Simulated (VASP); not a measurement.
Input of a VASP 6.6.1 run:

File INCAR:

```
SYSTEM = Li8Mg16CO2
PREC = Accurate
ENCUT = 520
EDIFF = 1E-7
ISMEAR = -1
SIGMA = 0.1
LREAL = Auto
LASPH = .True.
NELM = 60
ALGO = Normal
ISIF = 2
LWAVE = .False.
LCHARG = .False.
GGA = PE
IVDW = 12
NBANDS = 55
```

The input KPOINTS:

```
Automatic mesh
0
Gamma
  2 2 1
  0 0 0
```

POSCAR

```
Li8Mg16CO2
1.0
    9.3790480000      0.0000000000      0.0000000000
    0.0000000000     10.0936900000      0.0000000000
    0.0000000000      0.0000000000     17.5407100000
Li Mg C O
8 16 1 2
Direct
    0.6666665956      0.2499999505      0.0570102350
    0.3333332978      0.2499999505      0.0570102350
    0.1669430629      0.2660300643      0.1790257635
    0.7162183198      0.2821574667      0.2079878181
    0.6666665956      0.7499999505      0.0570102350
    0.3333332978      0.7499999505      0.0570102350
    0.1570011157      0.7261156227      0.2111800492
    0.8332094046      0.7655884023      0.2085664719
    0.1767562124     -0.0039110573      0.1095892356
   -0.1669198196      0.0026811800      0.1015260500
    0.5002172928      0.0094786941      0.1069224108
    0.0000000000      0.2499999505      0.0570102350
    0.6609743334     -0.0000737094      0.2581909170
    0.3103615633     -0.0290335843      0.2764958773
   -0.0052299551      0.0574843293      0.2548343254
    0.4325570143      0.2245372109      0.2311186377
    0.1785770795      0.5054206143      0.0994704319
   -0.1569658242      0.5043565832      0.1088623551
    0.5115728163      0.4754544671      0.1210379739
    0.0000000000      0.7499999505      0.0570102350
    0.6797342332      0.5320249582      0.2686021831
    0.3454319671      0.5096800080      0.2596792262
    0.0058048535      0.4299671379      0.2599474024
    0.4962435420      0.7589545548      0.2017551741
    0.2150494379      0.1623220051      0.2720747906
    0.5280751309      0.4009095782      0.2390488184
    0.0914492601      0.2372500047      0.2797655853
```

Potentials or basis: VASP PAW PBE potentials, release 64 (Li_sv, Mg, C, O).

Launch:

```bash
$ cat potpaw_PBE.64/Li_sv/POTCAR potpaw_PBE.64/Mg/POTCAR potpaw_PBE.64/C/POTCAR potpaw_PBE.64/O/POTCAR > POTCAR
$ mpirun -np 1 vasp_std > vasp.out
```

Estimate the dispersion energy per atom.

-0.146 eV.

Estimate the largest force.

0.267 eV/Å.

Predict the band gap on the k mesh.

zero (band 36 reaches -1.47 eV, above the bottom of band 37 at -1.51 eV).

Forces on the atoms (eV/Å):
```
Li   0.102 -0.061 -0.222
Li   0.018 -0.063 -0.136
Li  -0.002  0.009 -0.033
Li  -0.001  0.006 -0.001
Li   0.072 -0.003  0.224
Li  -0.008  0.029  0.066
Li   0.003  0.003  0.000
Li  -0.002 -0.001  0.000
Mg  -0.004 -0.001  0.005
Mg   0.003  0.001  0.003
Mg  -0.001  0.000  0.009
Mg  -0.263  0.025 -0.039
Mg  -0.005 -0.001 -0.004
Mg   0.003  0.007 -0.012
Mg   0.006  0.012  0.001
Mg  -0.005  0.004  0.004
Mg  -0.003  0.003  0.000
Mg   0.005 -0.002  0.002
Mg  -0.003 -0.001  0.019
Mg   0.077  0.067  0.109
Mg  -0.004 -0.001 -0.006
Mg   0.006 -0.009 -0.004
Mg   0.009 -0.020  0.005
Mg   0.000  0.001  0.001
C    0.139 -0.105  0.004
O    0.007  0.003 -0.011
O   -0.150  0.098  0.014
```
